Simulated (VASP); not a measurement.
Input of a VASP 6.6.1 run:

File INCAR:

```
ALGO = Fast ; EDIFF = 1E-7
ENCUT = 520 ; GGA = PE
ISIF = 2 ; ISMEAR = 0
LASPH = True ; LCHARG = False
LREAL = False ; LWAVE = False
NBANDS = 22 ; NELM = 100
PREC = Accurate ; SIGMA = 0.1
```

The input KPOINTS:

```
k-points
0
Gamma
  10 10 8
```

File POSCAR:

```
LiSe4
1.0
    5.2882910595     -2.2741086427      0.0228146454
    5.2882910595      2.2741086427      0.0228146454
   -0.1094844190      0.0000000000      5.4350693959
Li Se
1 4
Direct
    0.3822964436      0.6177035564      0.5000000000
    0.1171957984      0.1648685551      0.7049221651
    0.9264588412      0.3493322680      0.2954847408
    0.6506677320      0.0735411588      0.7045152592
    0.8351314449      0.8828042016      0.2950778349
```

Potentials or basis: VASP PAW PBE potentials, release 64 (Li_sv, Se).

Launch:

```bash
$ cat potpaw_PBE.64/Li_sv/POTCAR potpaw_PBE.64/Se/POTCAR > POTCAR
$ mpirun -np 1 vasp_std > vasp.out
```

Question: Estimate the band gap on the k mesh.

Answer: Zero (an odd number of electrons rules out a gap without spin polarisation).

Question: Estimate the largest force.

Answer: 0.031 eV/Å.

Forces on the atoms (eV/Å):
```
Li   0.000  0.000  0.000
Se  -0.003 -0.008  0.029
Se   0.000  0.008 -0.030
Se   0.000  0.008  0.030
Se   0.003 -0.008 -0.029
```

Caveat: an odd number of electrons without spin polarisation forces a metal; a magnetic or distorted state may lie lower.
